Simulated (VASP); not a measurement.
The system is KI.

```xyz
2
Lattice="0.0835 3.5443 3.5443 3.5443 0.0835 3.5443 3.6278 3.6278 0.0000" Properties=species:S:1:pos:R:3 pbc="T T T"
K     0.0000    0.0000    0.0000
I     3.6278    3.6278    3.5443
```

This cell differs from its parent crystal: shear xy strain +4.7%.

Base run:

| Item | Value |
| --- | --- |
| Program | VASP 6.6.1 |
| Functional | PBE |
| Potentials or basis | VASP PAW PBE potentials, release 64 (K_sv, I) |
| Cutoff | 520 eV |
| k mesh | 6 × 6 × 6 |
| Occupations | fermi-dirac, width 0.02 eV |
| Spin | no spin polarisation |

Its results: band gap on the k mesh 3.87 eV, direct; pressure 0.5 GPa.

Problem. The run is repeated on the same cell with these changes: functional from PBE to r2SCAN; occupations from fermi-dirac, width 0.02 eV to gaussian, width 0.01 eV. What comes out?

Solution. Band gap on the k mesh 4.51 eV, direct; pressure 0.0 GPa.

Caveats: spin-orbit coupling is left out, which moves the levels of the heavy elements; the PAW data sets were made with another functional, which shifts forces and pressure a little (some runs).

